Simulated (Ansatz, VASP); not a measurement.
## Ta4O in VASP and in Ansatz

```
Ta O
1.0
    -3.25471    0.00000    0.00000
     0.00000   -3.25471    0.00000
     0.00000    0.00000   14.79077
Ta O
8 2
Direct
  0.00000 0.00000 0.25000
  0.00000 0.00000 0.75000
  0.50000 0.50000 0.39146
  0.50000 0.50000 0.89146
  0.50000 0.50000 0.10854
  0.50000 0.50000 0.60854
  0.00000 0.00000 0.00000
  0.00000 0.00000 0.50000
  0.50000 0.50000 0.25000
  0.50000 0.50000 0.75000
```

Alike in both runs: task single point; functional PBE; k mesh 14 × 14 × 4; occupations gaussian, width 0.15 eV; no spin polarisation.

|  | VASP | Ansatz |
| --- | --- | --- |
| version | VASP 6.6.1 | Ansatz 0.2.0 |
| potentials or method | VASP PAW PBE potentials, release 64 (Ta_pv, O), cutoff 520 eV | scalar-relativistic, plane waves, PAW |
| valence electrons in the cell | 100 | 116 |

VASP gave:

| Property | Result |
| --- | --- |
| gap on the k mesh at the Fermi level (eV) | none |
| pressure (GPa) | 0.4 |
| traceless stress, the component that is largest in VASP (GPa) | 0.16 |
| rms of the force components (eV/Å) | 0.012 |

Problem. What did Ansatz give for the same quantities?

Solution. gap on the k mesh at the Fermi level (eV): none; pressure (GPa): 0.1; traceless stress, the component that is largest in VASP (GPa): 0.04; rms of the force components (eV/Å): 0.001.

Atom by atom the forces differ by 0.013 eV/Å (rms over components). A gap of «none» marks a metal or a gap that the smearing closes. VASP's potentials hold 100 valence electrons a cell and Ansatz's 116, so a difference there can come from the potentials and not from the codes.

Neither program's run includes spin-orbit coupling.
